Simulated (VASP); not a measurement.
The system is Al2Cu.

```
CELL_PARAMETERS angstrom
4.10518 0.00000 0.00000
0.00000 4.10518 0.00000
0.00000 0.00000 2.89131
ATOMIC_POSITIONS crystal
Al 0.50000 0.00000 0.50000
Al 0.00000 0.50000 0.50000
Cu 0.00000 0.00000 0.00000
```

| Quantity | Value |
| --- | --- |
| Program | VASP 6.6.1 |
| Task | relaxation of volume and atoms at fixed shape |
| Functional | r2SCAN |
| Potentials or basis | VASP PAW PBE potentials, release 64 (Al, Cu) |
| Cutoff | 600 eV |
| k mesh | 4 × 4 × 6 |
| Occupations | gaussian, width 0.1 eV |
| Spin | no spin polarisation |

At the start: pressure -2.2 GPa; volume 16.24 Å³/atom.

Q: Where does the relaxation end?

A: Over 3 steps the energy falls by 2.8 meV/atom and the volume is 15.84 Å³/atom (-2.5 %); space group P4/mmm (No. 123, to 0.1 Å) before and after.

The path:
```tsv
step	energy change (eV)	largest force (eV/Å)	pressure (GPa)	volume (Å³)
1	0.0000	0.0000	-2.22	48.73
2	-0.0075	0.0000	0.61	47.16
3	-0.0084	0.0000	0.06	47.52
```

Final structure:
```cif
data_structure
_symmetry_space_group_name_H-M 'P 1'
_symmetry_Int_Tables_number 1
_cell_length_a 4.0710
_cell_length_b 4.0710
_cell_length_c 2.8672
_cell_angle_alpha 90.000
_cell_angle_beta 90.000
_cell_angle_gamma 90.000
_cell_volume 47.52
loop_
_atom_site_label
_atom_site_type_symbol
_atom_site_fract_x
_atom_site_fract_y
_atom_site_fract_z
_atom_site_occupancy
Al1 Al 0.50000 0.00000 0.50000 1
Al2 Al 0.00000 0.50000 0.50000 1
Cu1 Cu 0.00000 0.00000 0.00000 1
```

Caveat: the k points lie up to 0.39 Å⁻¹ apart in the final cell, too coarse for converged energies and pressures of a metal; the highest band is partly filled, so the run has too few bands; the PAW data sets were made with another functional, which shifts forces and pressure a little.
